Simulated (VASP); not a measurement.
# Sb2W in VASP: notebook, part 2 of 2

VASP 6.6.1. Earlier steps stand in the parts before.

## Step 4: Single point, RPBE

Input file INCAR:

```
  PREC = Accurate
  ENCUT = 520
  EDIFF = 1E-6
  ISMEAR = -4
  SIGMA = 0.1
  LREAL = False
  LASPH = True
  NELM = 80
  ALGO = Normal
  ISIF = 2
  LWAVE = False
  LCHARG = True
  GGA = RP
  LELF = True
  LVHAR = True
  NBANDS = 19
```

Input file KPOINTS:

```
regular mesh
0
Gamma
  12 12 6
```

Input file POSCAR:

```
Sb2W
1.0
    3.4649380352      0.0000000000      0.0000000000
   -1.7324690176      3.0007243611      0.0000000000
    0.0000000000      0.0000000000      6.7174239015
W Sb
1 2
Direct
    0.0000000000      0.0000000000      0.0000000000
    0.3333333333      0.6666666667      0.2847523219
    0.6666666667      0.3333333333      0.7152476781
```

Potentials or basis: VASP PAW PBE potentials, release 64 (W_sv, Sb).

Launch:

```
cat potpaw_PBE.64/W_sv/POTCAR potpaw_PBE.64/Sb/POTCAR > POTCAR
mpirun -np 1 vasp_std > vasp.out
```

OUTCAR:

```text
PREC = Accurate
   ENCUT = 520
   EDIFF = 1E-6
   ISMEAR = -4
   LREAL = False
   LASPH = True
   NELM = 80
   ISIF = 2
   GGA = RP

 ion  position               nearest neighbor table
   1  0.000  0.000  0.000-   2 2.77   3 2.77   3 2.77   2 2.77   3 2.77   2 2.77
   2  0.333  0.667  0.285-   1 2.77   1 2.77   1 2.77   3 3.52   3 3.52   3 3.52
   3  0.667  0.333  0.715-   1 2.77   1 2.77   1 2.77   2 3.52   2 3.52   2 3.52

  LATTYP: Found a hexagonal cell.
 ALAT       =     3.4649380352
 C/A-ratio  =     1.9386851462

  Lattice vectors:

 A1 = (   3.4649380352,   0.0000000000,   0.0000000000)
 A2 = (  -1.7324690176,   3.0007243611,   0.0000000000)
 A3 = (   0.0000000000,   0.0000000000,   6.7174239015)

Analysis of symmetry for initial positions (statically):
=====================================================================
 Subroutine PRICEL returns:
 Original cell was already a primitive cell.

 Routine SETGRP: Setting up the symmetry group for a
 hexagonal supercell.

 Subroutine GETGRP returns: Found 12 space group operations
 (whereof 12 operations were pure point group operations)
 out of a pool of 24 trial point group operations.

The static configuration has the point symmetry D_3d.

Analysis of symmetry for dynamics (positions and initial velocities):
=====================================================================
 Subroutine PRICEL returns:
 Original cell was already a primitive cell.

 Routine SETGRP: Setting up the symmetry group for a
 hexagonal supercell.

 Subroutine GETGRP returns: Found 12 space group operations
 (whereof 12 operations were pure point group operations)
 out of a pool of 24 trial point group operations.

The dynamic configuration has the point symmetry D_3d.

 Subroutine INISYM returns: Found 12 space group operations
 (whereof 12 operations are pure point group operations),
 and found     1 'primitive' translations

----------------------------------------------------------------------------------------

                                     Primitive cell

  volume of cell :      69.8432

  direct lattice vectors                    reciprocal lattice vectors
     3.464938035  0.000000000  0.000000000     0.288605450  0.166626434  0.000000000
    -1.732469018  3.000724361  0.000000000     0.000000000  0.333252868  0.000000000
     0.000000000  0.000000000  6.717423902     0.000000000  0.000000000  0.148866592

  length of vectors
     3.464938035  3.464938035  6.717423902     0.333252868  0.333252868  0.148866592

  position of ions in fractional coordinates (direct lattice)
     0.000000000  0.000000000  0.000000000
     0.333333333  0.666666667  0.284752322
     0.666666667  0.333333333  0.715247678

  ion indices of the primitive-cell ions
   primitive index   ion index
                 1           1
                 2           2
                 3           3

----------------------------------------------------------------------------------------

 KPOINTS: regular mesh

Automatic generation of k-mesh.
 Grid dimensions read from file:
 generate k-points for:   12   12    6

 Generating k-lattice:

  Cartesian coordinates                     Fractional coordinates (reciprocal lattice)
     0.024050454  0.013885536  0.000000000     0.083333333 -0.000000000  0.000000000
     0.000000000  0.027771072  0.000000000     0.000000000  0.083333333  0.000000000
     0.000000000  0.000000000  0.024811099     0.000000000  0.000000000  0.166666667

  Length of vectors
     0.027771072  0.027771072  0.024811099

  Shift w.r.t. Gamma in fractional coordinates (k-lattice)
     0.000000000  0.000000000  0.000000000

 TETIRR: Found   1229 inequivalent tetrahedra from     5184

 Subroutine IBZKPT returns following result:
 ===========================================

 Found    100 irreducible k-points:

 Following reciprocal coordinates:
            Coordinates               Weight
  0.000000  0.000000  0.000000      1.000000
  0.083333 -0.000000  0.000000      6.000000
  0.166667  0.000000  0.000000      6.000000
  0.250000 -0.000000  0.000000      6.000000
  0.333333  0.000000  0.000000      6.000000
  0.416667 -0.000000  0.000000      6.000000
[... 16 lines left out ...]
  0.166667  0.000000  0.166667      6.000000
  0.000000  0.166667  0.166667      6.000000
 [... further k-points ...]
   k-points           NKPTS =    100   k-points in BZ     NKDIM =    100   number of bands    NBANDS=     19
   number of dos      NEDOS =    301   number of ions     NIONS =      3
   total plane-waves  NPLWV =  39200
   dimension x,y,z NGX =    28 NGY =   28 NGZ =   50
   dimension x,y,z NGXF=    56 NGYF=   56 NGZF=  100
   ions per type =               1   2
   NGX,Y,Z   is equivalent  to a cutoff of  13.43, 13.43, 12.37 a.u.
   NGXF,Y,Z  is equivalent  to a cutoff of  26.87, 26.87, 24.75 a.u.
 SYSTEM =  unknown system
   PREC   = accura    normal or accurate (medium, high low for compatibility)
   ISTART =      0    job   : 0-new  1-cont  2-samecut
   ICHARG =      2    charge: 1-file 2-atom 10-const
   ISPIN  =      1    spin polarized calculation?
   LNONCOLLINEAR =      F non collinear calculations
   LSORBIT =      F    spin-orbit coupling
   LASPH  =      T    aspherical Exc in radial PAW
   ENCUT  =  520.0 eV  38.22 Ry    6.18 a.u.   6.44  6.44 12.49*2*pi/ulx,y,z
   NELM   =     80;   NELMIN=  2; NELMDL= -5     # of ELM steps
   EDIFF  = 0.1E-05   stopping-criterion for ELM
   LREAL  =      F    real-space projection
   EDIFFG = 0.1E-04   stopping-criterion for IOM
   NSW    =      0    number of steps for IOM
   IBRION =     -1    ionic relax: 0-MD 1-quasi-New 2-CG
   NFREE  =      0    steps in history (QN), initial steepest desc. (CG)
   ISIF   =      2    stress and relaxation
   ISYM   =      2    0-nonsym 1-usesym 2-fastsym
   POTIM  = 0.5000    time-step for ionic-motion
   TEBEG  =    0.0;   TEEND  =   0.0 temperature during run
   PSTRESS=    0.0 pullay stress
   NELECT =      24.0000    total number of electrons
   NUPDOWN=      -1.0000    fix difference up-down
   EMIN   =  10.00;   EMAX   =-10.00  energy-range for DOS
   EFERMI =   0.00;   METHOD = LEGACY
   ISMEAR =    -4;   SIGMA  =   0.10  broadening in eV -4-tet -1-fermi 0-gaus
   EFERMI_NEDOS =   21; number of points for ismear=-14 and -15
   IALGO  =     38    algorithm
   IMIX   =      4    mixing-type and parameters
     AMIX     =   0.40;   BMIX     =  1.00
     AMIX_MAG =   1.60;   BMIX_MAG =  1.00
  volume/ion in A,a.u.               =      23.28       157.11
  Fermi-wavevector in a.u.,A,eV,Ry     =   1.146667  2.166886 17.889540  1.314844
  Thomas-Fermi vector in A             =   2.283350
   LORBIT       =      0    0 simple, 1 ext, 2 COOP (PROOUT), +10 PAW based schemes
   GGA     = RP    functional components
   LHFCALC =     F    Hartree Fock is set to
   AEXX    =    0.0000 exact exchange contribution
   IVDW    =     0    specifies the selected vdW correction
   LEPSILON=     F    determine dielectric tensor
   LRPA    =     F    only Hartree local field effects (RPA)
 non-spin polarized calculation
 Fermi weights with tetrahedron method witout Bloechl corrections
  energy-cutoff  :      520.00
  volume of cell :       69.84
 maximum number of plane-waves:      1932
 NGX is ok and might be reduce to    28
   NGX = 13   NGY = 13   NGZ = 25

 number of electron      24.0000001 magnetization

 Free energy of the ion-electron system (eV)
  ---------------------------------------------------
  ext. energy  EPLUGINS =         0.00000000
  ---------------------------------------------------
  free energy    TOTEN  =       -18.77214548 eV

  energy without entropy =      -18.77214548  energy(sigma->0) =      -18.77214548

 E-fermi :   8.9642     XC(G=0): -10.8938

 val. band max:        9.0473151574   @ k =   0.5000  -0.0000   0.5000
 cond. band min:       8.7516813571   @ k =   0.1667   0.1667   0.0000
 fundamental gap:     -0.2956338002
 Fermi energy:         8.9642380213

 k-point     1 :       0.0000    0.0000    0.0000
  band No.  band energies     occupation
      1     -65.0733      2.00000
      2     -29.2737      2.00000
      3     -29.2737      2.00000
      4     -29.2311      2.00000
      5      -3.3264      2.00000
      6      -1.0582      2.00000
[... 11 lines left out ...]
     18      15.9742      0.00000
     19      15.9842      0.00000
[... 485 lines left out ...]
 k-point    24 :       0.0000    0.1667    0.1667
  band No.  band energies     occupation
      1     -65.0722      2.00000
      2     -29.3049      2.00000
      3     -29.2813      2.00000
      4     -29.2251      2.00000
      5      -2.7558      2.00000
      6      -1.0015      2.00000
[... 11 lines left out ...]
     18      15.3191      0.00000
     19      16.3774      0.00000

 [... further k-points ...]
[... 5 lines left out ...]
  --------------------------------------------------------------------------------------
  -------------------------------------------------------------------------------------
  Total        0.7833465      0.7833465      0.8174349     -0.0000000      0.0000000      0.0000000
  in kB       17.9696733     17.9696733     18.7516481     -0.0000000      0.0000000      0.0000000
  external PRESSURE =      18.2303315 kB  Pullay stress =       0.0000000 kB

 VOLUME and BASIS-vectors are now :
 -----------------------------------------------------------------------------
  energy-cutoff  :      520.00
  volume of cell :       69.84
      direct lattice vectors                 reciprocal lattice vectors
     3.464938035  0.000000000  0.000000000     0.288605450  0.166626434  0.000000000
    -1.732469018  3.000724361  0.000000000     0.000000000  0.333252868  0.000000000
     0.000000000  0.000000000  6.717423902     0.000000000  0.000000000  0.148866592

 POSITION                                       TOTAL-FORCE (eV/Angst)
 -----------------------------------------------------------------------------------
      0.00000      0.00000      0.00000        -0.000000      0.000000      0.000000
     -0.00000      2.00048      1.91280         0.000000      0.000000      0.098420
      1.73247      1.00024      4.80462        -0.000000     -0.000000     -0.098420
 -----------------------------------------------------------------------------------
    total drift:                               -0.000000      0.000000     -0.000000

  FREE ENERGIE OF THE ION-ELECTRON SYSTEM (eV)
  ---------------------------------------------------
  free  energy   TOTEN  =       -18.7721454770 eV

  energy  without entropy=      -18.7721454770  energy(sigma->0) =      -18.77214548
```

Run time: 49 s. Hardware: 1 thread of Intel Xeon 6975P-C (Granite Rapids), shared host; peak memory 0.28 GiB.

What came out:

```
Free energy            : -18.7721 eV
Pressure               : 1.8 GPa
Largest force          : 0.098 eV/Å
Band gap on the k mesh : zero (band 12 reaches 9.05 eV, above the bottom of band 13 at 8.75 eV)
```

Forces on the atoms (eV/Å):
```
W    0.000  0.000  0.000
Sb   0.000  0.000  0.098
Sb   0.000  0.000 -0.098
```

Levels at points of the mesh, in eV from the Fermi level:
```tsv
k point	band 10	band 11	band 12	band 13	band 14	band 15
(0.00, 0.00, 0.00)	-1.29	0.04	0.04	1.32	3.99	3.99
(0.50, 0.00, 0.00)	-2.27	-1.64	-0.65	0.57	1.74	1.78
(0.00, 0.00, 0.50)	-1.48	0.03	0.03	0.77	3.44	3.44
(0.50, 0.00, 0.50)	-1.86	-1.80	0.08	1.51	1.78	2.41
```

Caveat: the PAW data sets were made with another functional, which shifts forces and pressure a little; spin-orbit coupling is left out, which moves the levels of the heavy elements.

## Step 5: Single point, PBE

This run uses another cell than the first one, of 22.82 Å³/atom, 0.980 times its volume.

Input file INCAR:

```
PREC = Accurate
ENCUT = 520
EDIFF = 1E-6
ISMEAR = 0
SIGMA = 0.05
LREAL = False
LASPH = True
NELM = 60
ALGO = Normal
ISIF = 2
LWAVE = False
LCHARG = False
GGA = PE
NBANDS = 19
```

KPOINTS is that of step 4.

Changes to POSCAR since step 4:

```diff
@@ -3,3 +3,3 @@
     3.4649380352      0.0000000000      0.0000000000
-   -1.7324690176      3.0007243611      0.0000000000
+   -1.7324690176      2.9407098738      0.0000000000
     0.0000000000      0.0000000000      6.7174239015
```

Launch:

```
cat potpaw_PBE.64/W_sv/POTCAR potpaw_PBE.64/Sb/POTCAR > POTCAR
mpirun -np 1 vasp_std > vasp.out
```

It took 1.7 min on 1 thread of Intel Xeon 6975P-C (Granite Rapids), shared host; peak memory 0.43 GiB.

It converged, with:

```yaml
Free_energy: -20.0893 eV
Pressure: 2.2 GPa
Largest_force: 0.180 eV/Å
Band_gap_on_the_k_mesh: zero (band 12 reaches 9.26 eV, above the bottom of band 13 at 8.90 eV)
```

Forces on the atoms (eV/Å):
```
W    0.000  0.000  0.000
Sb   0.000  0.059  0.170
Sb   0.000 -0.059 -0.170
```

Stress tensor (GPa, compression positive):
```
1.36 0.00 0.00
0.00 3.42 0.99
0.00 0.99 1.84
```

Levels at points of the mesh, in eV from the Fermi level:
| k point | band 8 | band 9 | band 10 | band 11 | band 12 | band 13 | band 14 | band 15 | band 16 | band 17 |
| --- | --- | --- | --- | --- | --- | --- | --- | --- | --- | --- |
| (0.00, 0.00, 0.00) | -1.63 | -1.45 | -1.40 | -0.01 | 0.10 | 1.22 | 4.01 | 4.24 | 5.25 | 5.45 |
| (0.50, 0.00, 0.00) | -4.08 | -3.28 | -2.35 | -1.60 | -0.69 | 0.73 | 1.65 | 1.82 | 2.93 | 5.59 |
| (0.00, 0.50, 0.00) | -4.04 | -3.24 | -2.21 | -1.78 | -0.71 | 0.39 | 1.70 | 1.88 | 3.04 | 5.38 |
| (0.00, 0.00, 0.50) | -3.40 | -1.60 | -1.39 | -0.02 | 0.09 | 0.69 | 3.46 | 3.69 | 6.16 | 6.36 |
| (0.50, 0.00, 0.50) | -5.07 | -3.26 | -1.94 | -1.80 | 0.04 | 1.68 | 1.82 | 2.47 | 3.51 | 3.87 |
| (0.00, 0.50, 0.50) | -5.02 | -3.22 | -2.01 | -1.87 | 0.10 | 1.33 | 1.88 | 2.48 | 3.57 | 3.65 |

Caveat: spin-orbit coupling is left out, which moves the levels of the heavy elements.

## Step 6: Overview

| level | cell | smearing | gap on the mesh (eV) | pressure (GPa) | largest force (eV/Å) |
| --- | --- | --- | --- | --- | --- |
| PBE | a = 3.465, b = 3.465, c = 6.717 Å, angles 90.0, 90.0, 120.0°, 3 atoms | fermi-dirac 0.005 eV | none | 0.0 | 0.01 |
| PBE | a = 3.465, b = 3.465, c = 6.717 Å, angles 90.0, 90.0, 120.0°, 3 atoms | gaussian 0.05 eV | none | -0.1 | 0.01 |
| RPBE | a = 3.465, b = 3.465, c = 6.717 Å, angles 90.0, 90.0, 120.0°, 3 atoms | tetrahedron | none | 1.8 | 0.10 |
| PBE | a = 3.465, b = 3.413, c = 6.717 Å, angles 90.0, 90.0, 120.5°, 3 atoms | gaussian 0.05 eV | none | 2.2 | 0.18 |

Alike in all rows: task single point; potentials or basis VASP PAW PBE potentials, release 64 (W_sv, Sb); no spin polarisation; k mesh 12 × 12 × 6; cutoff (eV) 520.

Every run on the cell as given and a fine mesh finds a metal. The pressure there spans -0.1 GPa (PBE) to 1.8 GPa (RPBE); a positive pressure means that this level wants a larger cell, a negative one a smaller.

Caveats: spin-orbit coupling is left out, which moves the levels of the heavy elements; the PAW data sets were made with another functional, which shifts forces and pressure a little (some runs).

Total energies depend on the potentials used, so only differences within one code and one set of settings carry meaning.
